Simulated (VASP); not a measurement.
**Zr2HS4: single point with PBE+D3(BJ)**

Zr2HS4, a slab with vacuum:

```
CELL_PARAMETERS angstrom
7.29768 0.00000 0.00000
-3.64884 6.31997 0.00000
0.00000 0.00000 20.91715
ATOMIC_POSITIONS crystal
S 0.33333 0.16667 0.19123
S 0.33333 0.66667 0.19123
S 0.83333 0.16667 0.19123
S 0.83333 0.66667 0.19123
S 0.16667 0.33333 0.33069
S 0.16667 0.83333 0.33069
S 0.66667 0.33333 0.33069
S 0.66667 0.83333 0.33069
Zr 0.00000 0.00000 0.26096
Zr 0.00000 0.50000 0.26096
Zr 0.50000 0.00000 0.26096
Zr 0.50000 0.50000 0.26096
H 0.31184 0.62368 0.39810
H 0.52149 0.04299 0.39810
```

```yaml
Program: VASP 6.6.1
Task: single point
Functional: PBE
Dispersion: D3(BJ)
Potentials_or_basis: VASP PAW PBE potentials, release 64 (S, Zr_sv, H)
Cutoff: 400 eV
k_mesh: 6 × 6 × 1
Occupations: gaussian, width 0.05 eV
Spin: no spin polarisation
```

```json
{
 "Largest force": "1.252 eV/Å",
 "Band gap on the k mesh": "0.07 eV (least direct gap 0.19 eV)",
 "Dispersion energy per atom": "-0.226 eV"
}
```

Forces on the atoms (eV/Å):
```
S    0.061 -0.045  0.035
S    0.000  0.043  0.040
S   -0.061 -0.045  0.035
S    0.000  0.024 -0.011
S    0.000  0.797  0.966
S   -0.154 -0.162 -0.003
S    0.000 -0.049  0.668
S    0.154 -0.162 -0.003
Zr   0.000 -0.406 -0.240
Zr   0.014  0.274 -0.229
Zr   0.000 -0.232 -0.146
Zr  -0.014  0.274 -0.229
H    0.000 -0.060 -0.247
H    0.000 -0.252 -0.636
```

Levels at points of the mesh, in eV from the valence-band top:
| k point | band 45 | band 46 | band 47 | band 48 | band 49 | band 50 | band 51 | band 52 | band 53 | band 54 |
| --- | --- | --- | --- | --- | --- | --- | --- | --- | --- | --- |
| (0.00, 0.00, 0.00) | -1.79 | -1.77 | -0.90 | -0.86 | -0.18 | 0.09 | 0.30 | 0.57 | 0.80 | 0.89 |
| (0.50, 0.00, 0.00) | -1.72 | -1.71 | -1.49 | -1.42 | -0.14 | 0.27 | 0.67 | 0.83 | 1.48 | 1.52 |
| (0.00, 0.50, 0.00) | -1.73 | -1.68 | -1.43 | -1.40 | -0.18 | 0.07 | 0.72 | 1.00 | 1.50 | 1.50 |

Wall time 13 min on 1 thread of Intel(R) Xeon(R) 6975P-C (Granite Rapids), on a shared host, peak memory 0.91 GiB.
